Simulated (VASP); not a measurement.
Runs of VASP 6.6.1 on Cu. The structure is that of space group P6_3/mmc (No. 194), or close to it. The cells are those of the table. 

| cell | gap on the mesh (eV) | pressure (GPa) |
| --- | --- | --- |
| a = 2.249, b = 2.249, c = 4.113 Å, angles 90.0, 90.0, 120.0°, 2 atoms | none | (a) |
| a = 2.629, b = 2.629, c = 4.113 Å, angles 90.0, 90.0, 120.0°, 2 atoms | none | -8.9 |
| a = 2.344, b = 2.344, c = 4.113 Å, angles 90.0, 90.0, 120.0°, 2 atoms | none | (b) |
| a = 2.439, b = 2.439, c = 4.113 Å, angles 90.0, 90.0, 120.0°, 2 atoms | none | 16.2 |
| a = 2.154, b = 2.154, c = 4.113 Å, angles 90.0, 90.0, 120.0°, 2 atoms | none | 132.4 |

Alike in all rows: task single point; level r2SCAN; potentials or basis VASP PAW PBE potentials, release 64 (Cu); no spin polarisation; k mesh 24 × 24 × 12; cutoff (eV) 520; smearing gaussian 0.15 eV.

Task: Fill in the values left out.

Result: (a) 76.7; (b) 40.2.

Caveats: the PAW data sets were made with another functional, which shifts forces and pressure a little.

A gap of «none» marks levels without a gap at the run's occupations.
